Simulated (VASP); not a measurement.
# SnSe2 (P-3m1) in VASP: a series of runs, part 2 of 2

VASP 6.6.1. The steps go on from the part before.

### Step 5. Single point, PBE

This run uses another cell than the first one, of 28.30 Å³/atom, 1.073 times its volume.

INCAR

```
PREC = Accurate
ENCUT = 520
EDIFF = 1E-6
ISMEAR = 0
SIGMA = 0.01
LREAL = F
LASPH = T
NELM = 100
ALGO = Normal
ISIF = 2
LWAVE = F
LCHARG = F
GGA = PE
NBANDS = 20
```

KPOINTS

```
regular mesh
0
Gamma
  6 6 3
```

POSCAR

```
SnSe2
1.0
    3.9340195200      0.0000000000      0.0000000000
   -1.9670097600      3.4069608394      0.0000000000
    0.0000000000      0.0000000000      6.3340707884
Sn Se
1 2
Direct
    0.0000000000      0.0000000000      0.0000000000
    0.3333333333      0.6666666667      0.2490000000
    0.6666666667      0.3333333333      0.7510000000
```

Potentials or basis: VASP PAW PBE potentials, release 64 (Sn_d, Se).

Launch:

```bash
$ cat potpaw_PBE.64/Sn_d/POTCAR potpaw_PBE.64/Se/POTCAR > POTCAR
$ mpirun -np 1 vasp_std > vasp.out
```

OUTCAR:

```text
PREC = Accurate
   ENCUT = 520
   EDIFF = 1E-6
   ISMEAR = 0
   LREAL = F
   LASPH = T
   NELM = 100
   ISIF = 2
   GGA = PE

 ion  position               nearest neighbor table
   1  0.000  0.000  0.000-   2 2.77   3 2.77   3 2.77   2 2.77   3 2.77   2 2.77
   2  0.333  0.667  0.249-   1 2.77   1 2.77   1 2.77
   3  0.667  0.333  0.751-   1 2.77   1 2.77   1 2.77

  LATTYP: Found a hexagonal cell.
 ALAT       =     3.9340195200
 C/A-ratio  =     1.6100760955

  Lattice vectors:

 A1 = (   3.9340195200,   0.0000000000,   0.0000000000)
 A2 = (  -1.9670097600,   3.4069608394,   0.0000000000)
 A3 = (   0.0000000000,   0.0000000000,   6.3340707884)

Analysis of symmetry for initial positions (statically):
=====================================================================
 Subroutine PRICEL returns:
 Original cell was already a primitive cell.

 Routine SETGRP: Setting up the symmetry group for a
 hexagonal supercell.

 Subroutine GETGRP returns: Found 12 space group operations
 (whereof 12 operations were pure point group operations)
 out of a pool of 24 trial point group operations.

The static configuration has the point symmetry D_3d.

Analysis of symmetry for dynamics (positions and initial velocities):
=====================================================================
 Subroutine PRICEL returns:
 Original cell was already a primitive cell.

 Routine SETGRP: Setting up the symmetry group for a
 hexagonal supercell.

 Subroutine GETGRP returns: Found 12 space group operations
 (whereof 12 operations were pure point group operations)
 out of a pool of 24 trial point group operations.

The dynamic configuration has the point symmetry D_3d.

[... 103 lines left out ...]
   NELECT =      26.0000    total number of electrons
   NUPDOWN=      -1.0000    fix difference up-down
   EMIN   =  10.00;   EMAX   =-10.00  energy-range for DOS
   EFERMI =   0.00;   METHOD = LEGACY
   ISMEAR =     0;   SIGMA  =   0.01  broadening in eV -4-tet -1-fermi 0-gaus
   EFERMI_NEDOS =   21; number of points for ismear=-14 and -15
   IALGO  =     38    algorithm
   IMIX   =      4    mixing-type and parameters
     AMIX     =   0.40;   BMIX     =  1.00
     AMIX_MAG =   1.60;   BMIX_MAG =  1.00
  volume/ion in A,a.u.               =      28.30       190.97
  Fermi-wavevector in a.u.,A,eV,Ry     =   1.103495  2.085303 16.567835  1.217702
  Thomas-Fermi vector in A             =   2.239954
   LORBIT       =      0    0 simple, 1 ext, 2 COOP (PROOUT), +10 PAW based schemes
   GGA     = PE    functional components
   LHFCALC =     F    Hartree Fock is set to
   AEXX    =    0.0000 exact exchange contribution
   IVDW    =     0    specifies the selected vdW correction
   LEPSILON=     F    determine dielectric tensor
   LRPA    =     F    only Hartree local field effects (RPA)
 non-spin polarized calculation
 Gauss-broadening in eV      SIGMA  =   0.01
  energy-cutoff  :      520.00
  volume of cell :       84.90
 maximum number of plane-waves:      2304
 NGX is ok and might be reduce to    30
   NGX = 15   NGY = 15   NGZ = 23

 number of electron      26.0000008 magnetization

 Free energy of the ion-electron system (eV)
  ---------------------------------------------------
  ext. energy  EPLUGINS =         0.00000000
  ---------------------------------------------------
  free energy    TOTEN  =       -11.83731075 eV

  energy without entropy =      -11.83731075  energy(sigma->0) =      -11.83731075

 E-fermi :   3.2935     XC(G=0):  -9.0259

 val. band max:        3.1669959587   @ k =   0.0000   0.0000   0.0000
 cond. band min:       3.8427856466   @ k =   0.5000  -0.0000   0.3333
 fundamental gap:      0.6757896879
 Fermi energy:         3.2935142838

 k-point     1 :       0.0000    0.0000    0.0000
  band No.  band energies     occupation
      1     -17.9700      2.00000
      2     -17.9700      2.00000
      3     -17.9484      2.00000
      4     -17.9374      2.00000
      5     -17.9374      2.00000
      6     -10.1354      2.00000
[... 380 lines left out ...]
     19      11.9868      0.00000
     20      11.9868      0.00000

------------------------ aborting loop because EDIFF is reached ----------------------------------------

  FORCE on cell =-STRESS in cart. coord.  units (eV):
  Direction    XX          YY          ZZ          XY          YZ          ZX
  --------------------------------------------------------------------------------------
  -------------------------------------------------------------------------------------
  Total       -0.6739962     -0.6739962      0.1877012      0.0000000      0.0000000      0.0000000
  in kB      -12.7198349    -12.7198349      3.5423470      0.0000000      0.0000000      0.0000000
  external PRESSURE =      -7.2991076 kB  Pullay stress =       0.0000000 kB

 VOLUME and BASIS-vectors are now :
 -----------------------------------------------------------------------------
  energy-cutoff  :      520.00
  volume of cell :       84.90
      direct lattice vectors                 reciprocal lattice vectors
     3.934019520  0.000000000  0.000000000     0.254192943  0.146758364  0.000000000
    -1.967009760  3.406960839  0.000000000     0.000000000  0.293516729  0.000000000
     0.000000000  0.000000000  6.334070788     0.000000000  0.000000000  0.157876354

 POSITION                                       TOTAL-FORCE (eV/Angst)
 -----------------------------------------------------------------------------------
      0.00000      0.00000      0.00000         0.000000      0.000000      0.000000
     -0.00000      2.27131      1.57718         0.000000     -0.000000     -0.061107
      1.96701      1.13565      4.75689        -0.000000      0.000000      0.061107
 -----------------------------------------------------------------------------------
    total drift:                                0.000000     -0.000000      0.000000

  FREE ENERGIE OF THE ION-ELECTRON SYSTEM (eV)
  ---------------------------------------------------
  free  energy   TOTEN  =       -11.8373107530 eV

  energy  without entropy=      -11.8373107530  energy(sigma->0) =      -11.83731075
```

OSZICAR:

```text
N       E                     dE             d eps       ncg     rms          rms(c)
DAV:   1     0.206731456776E+03    0.20673E+03   -0.11853E+04   692   0.143E+03
DAV:   2     0.136855085857E+02   -0.19305E+03   -0.18611E+03   708   0.381E+02
DAV:   3    -0.112387106354E+02   -0.24924E+02   -0.24477E+02   840   0.116E+02
DAV:   4    -0.120908414489E+02   -0.85213E+00   -0.85091E+00   820   0.227E+01
DAV:   5    -0.121102095070E+02   -0.19368E-01   -0.19367E-01   924   0.366E+00    0.456E+00
DAV:   6    -0.118489785989E+02    0.26123E+00   -0.58203E-01  1020   0.732E+00    0.292E+00
DAV:   7    -0.118363087271E+02    0.12670E-01   -0.14425E-01   784   0.225E+00    0.103E+00
DAV:   8    -0.118366666446E+02   -0.35792E-03   -0.11728E-02   848   0.959E-01    0.255E-01
DAV:   9    -0.118372536516E+02   -0.58701E-03   -0.15851E-03   764   0.314E-01    0.802E-02
DAV:  10    -0.118372781706E+02   -0.24519E-04   -0.14701E-04   872   0.790E-02    0.305E-02
DAV:  11    -0.118373105900E+02   -0.32419E-04   -0.45586E-05   732   0.391E-02    0.129E-02
DAV:  12    -0.118373107530E+02   -0.16297E-06   -0.27309E-06   824   0.109E-02
   1 F= -.11837311E+02 E0= -.11837311E+02  d E =-.407448E-73
```

Run time: 50 s. Hardware: 1 thread of Intel Xeon 6975P-C, shared host; peak memory 0.2 GiB.

What came out:

| Item | Value |
| --- | --- |
| Free energy | -11.8373 eV |
| Pressure | -0.7 GPa |
| Largest force | 0.061 eV/Å |
| Band gap on the k mesh | 0.68 eV, indirect (least direct gap 0.73 eV) |

Forces in eV/Å, atoms in the order of the input:
```
Sn   0.000  0.000  0.000
Se   0.000  0.000 -0.061
Se   0.000  0.000  0.061
```

Stress tensor (GPa, compression positive):
```
-1.27  0.00  0.00
 0.00 -1.27  0.00
 0.00  0.00  0.35
```

Caveat: spin-orbit coupling is left out, which moves the levels of the heavy elements; this functional lacks dispersion, which binds the layers, so the pressure and a relaxed spacing across them are unreliable.

### Step 6. Summary

```tsv
cell	gap on the mesh (eV)	pressure (GPa)	largest force (eV/Å)
a = 3.842, b = 3.842, c = 6.187 Å, angles 90.0, 90.0, 120.0°, 3 atoms	0.74	3.7	0.53
a = 3.873, b = 3.873, c = 6.237 Å, angles 90.0, 90.0, 120.0°, 3 atoms	0.72	2.0	0.32
a = 3.904, b = 3.904, c = 6.286 Å, angles 90.0, 90.0, 120.0°, 3 atoms	0.70	0.6	0.12
a = 3.934, b = 3.934, c = 6.334 Å, angles 90.0, 90.0, 120.0°, 3 atoms	0.68	-0.7	0.06
```

Alike in all rows: task single point; level PBE; potentials or basis VASP PAW PBE potentials, release 64 (Sn_d, Se); no spin polarisation; k mesh 6 × 6 × 3; cutoff (eV) 520; smearing gaussian 0.01 eV.

Caveats: spin-orbit coupling is left out, which moves the levels of the heavy elements; this functional lacks dispersion, which binds the layers, so the pressure and a relaxed spacing across them are unreliable.

Absolute energies hang on the potentials; compare differences alone.
